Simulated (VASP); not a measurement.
Sn: single point with PBE

Crystal: Sn.

```xyz
1
Lattice="0.0000 2.4105 2.4105 2.4105 0.0000 2.4105 2.4105 2.4105 0.0000" Properties=species:S:1:pos:R:3 pbc="T T T"
Sn    0.0000    0.0000    0.0000
```

```json
{
 "Program": "VASP 6.6.1",
 "Task": "single point",
 "Functional": "PBE",
 "Potentials or basis": "VASP PAW PBE potentials, release 64 (Sn_d)",
 "Cutoff": "500 eV",
 "k mesh": "8 × 8 × 8",
 "Occupations": "gaussian, width 0.1 eV",
 "Spin": "no spin polarisation",
 "Dipole correction": "no",
 "Further INCAR settings": "ALGO = Normal; EDIFF = 1e-06; NBANDS = 13"
}
```

```json
{
 "Pressure": "0.0 GPa",
 "Band gap on the k mesh": "zero (band 7 reaches 15.24 eV, above the bottom of band 8 at 6.09 eV)"
}
```

Levels at points of the mesh, in eV from the Fermi level:
```tsv
k point	band 5	band 6	band 7	band 8	band 9	band 10
(0.00, 0.00, 0.00)	-21.54	-10.98	7.40	7.40	7.40	10.51
(0.50, 0.00, 0.00)	-21.47	-6.81	-4.54	5.56	5.56	9.89
(0.50, 0.50, 0.00)	-21.45	-4.98	-3.56	1.97	1.97	5.25
```

Wall time 12 s on 1 thread of Intel(R) Xeon(R) Platinum 8375C CPU @ 2.90GHz (Ice Lake), on a shared host, peak memory 0.15 GiB.

Caveat: spin-orbit coupling is left out, which moves the levels of the heavy elements.
